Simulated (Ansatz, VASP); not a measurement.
## Se: VASP beside Ansatz

```
Se
1.0
     4.38223    0.00000    0.00000
    -2.19112    3.79512    0.00000
     0.00000    0.00000    4.41904
Se
3
Cartesian
  0.8819 0.0000 1.4730
  -0.4410 0.7638 2.9460
  1.7501 3.0313 0.0000
```

Alike in both runs: task single point; functional PBE; dispersion D3(BJ); k mesh 9 × 9 × 8; occupations gaussian, width 0.05 eV; no spin polarisation.

|  | VASP | Ansatz |
| --- | --- | --- |
| version | VASP 6.6.1 | Ansatz 0.2.0 |
| potentials or method | VASP PAW PBE potentials, release 64 (Se), cutoff 520 eV | scalar-relativistic, plane waves, PAW |
| valence electrons in the cell | 18 | 48 |

Ansatz gave:

* gap on the k mesh at the Fermi level (eV): 1.42
* least direct gap on the mesh (eV): 2.10
* pressure (GPa): 25.0
* traceless stress, the component that is largest in VASP (GPa): 12.68
* rms of the force components (eV/Å): 3.430

**Question.** Which values does VASP return?

**Answer.** gap on the k mesh at the Fermi level (eV): 1.41; least direct gap on the mesh (eV): 2.08; pressure (GPa): 25.6; traceless stress, the component that is largest in VASP (GPa): 12.92; rms of the force components (eV/Å): 3.518.

Atom by atom the forces differ by 0.088 eV/Å (rms over components). VASP's potentials hold 18 valence electrons a cell and Ansatz's 48, so a difference there can come from the potentials and not from the codes.
